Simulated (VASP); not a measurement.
Rh: single point with LDA

The system is Rh.

```xyz
1
Lattice="0.0000 1.8778 1.8778 1.8778 0.0000 1.8778 1.8778 1.8778 0.0000" Properties=species:S:1:pos:R:3 pbc="T T T"
Rh    0.0000    0.0000    0.0000
```

| Item | Value |
| --- | --- |
| Program | VASP 6.6.1 |
| Task | single point |
| Functional | LDA |
| Potentials or basis | VASP PAW LDA potentials, release 64 (Rh_pv) |
| Cutoff | 520 eV |
| k mesh | 16 × 16 × 16 |
| Occupations | fermi-dirac, width 0.1 eV |
| Spin | no spin polarisation |
| Dipole correction | no |
| Further INCAR settings | ALGO = Normal; EDIFF = 1e-06; NBANDS = 14 |

- Pressure: 0.9 GPa

Levels at points of the mesh, in eV from the Fermi level:
```tsv
k point	band 5	band 6	band 7	band 8	band 9	band 10
(0.00, 0.00, 0.00)	-3.29	-3.29	-3.29	-1.03	-1.03	15.92
(0.50, 0.00, 0.00)	-3.36	-3.36	0.63	0.63	0.66	8.99
(0.50, 0.50, 0.00)	-6.33	0.61	1.07	1.07	3.26	12.74
```

Wall time 15 s on 1 thread of Intel(R) Xeon(R) Platinum 8259CL CPU @ 2.50GHz (Skylake/Cascade Lake) (shared host), peak memory 0.13 GiB.
